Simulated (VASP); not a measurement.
Input of a VASP 6.6.1 run:

File INCAR:

```
SYSTEM = Ti2In
PREC     = Accurate       ! precision mode
ENCUT    = 520            ! plane-wave cutoff, eV
EDIFF    = 1E-7           ! SCF threshold, eV
ISMEAR   = 0              ! smearing method
SIGMA    = 0.1            ! smearing width, eV
LREAL    = .FALSE.        ! projectors in reciprocal space
LASPH    = .TRUE.         ! aspherical terms in the spheres
NELM     = 150            ! most SCF steps
ALGO     = Normal         ! electronic algorithm
ISIF     = 2              ! what is computed and relaxed
LWAVE    = .FALSE.        ! write WAVECAR
LCHARG   = .FALSE.        ! write CHGCAR
ISPIN    = 2              ! spin polarisation
MAGMOM   = 1 1 0          ! initial moments
LORBIT   = 11             ! projections on sites
LMAXMIX  = 4              ! l up to which the mixer works
GGA      = PE             ! functional
NBANDS   = 30             ! bands
```

Contents of KPOINTS:

```
Automatic mesh
0
G
  6 6 6
  0 0 0
```

The input POSCAR:

```
Ti2In
1.0
    0.0000000000      3.2245061116      3.2245061116
    3.2245061116      0.0000000000      3.2245061116
    3.2245061116      3.2245061116      0.0000000000
Ti In
2 1
Direct
    0.7500000000      0.7500000000      0.7500000000
    0.2500000000      0.2500000000      0.2500000000
    0.5000000000      0.5000000000      0.5000000000
```

Potentials or basis: VASP PAW PBE potentials, release 64 (Ti_sv, In_d).

Run with:

```console
$ cat potpaw_PBE.64/Ti_sv/POTCAR potpaw_PBE.64/In_d/POTCAR > POTCAR
$ mpirun -np 1 vasp_std > vasp.out
```

Question: Estimate the site moments.

Answer: Ti +0.28; In -0.02 μB.

Question: Estimate the pressure.

Answer: 0.0 GPa.

Question: What does it give for the net moment?

Answer: 0.73 μB per cell.
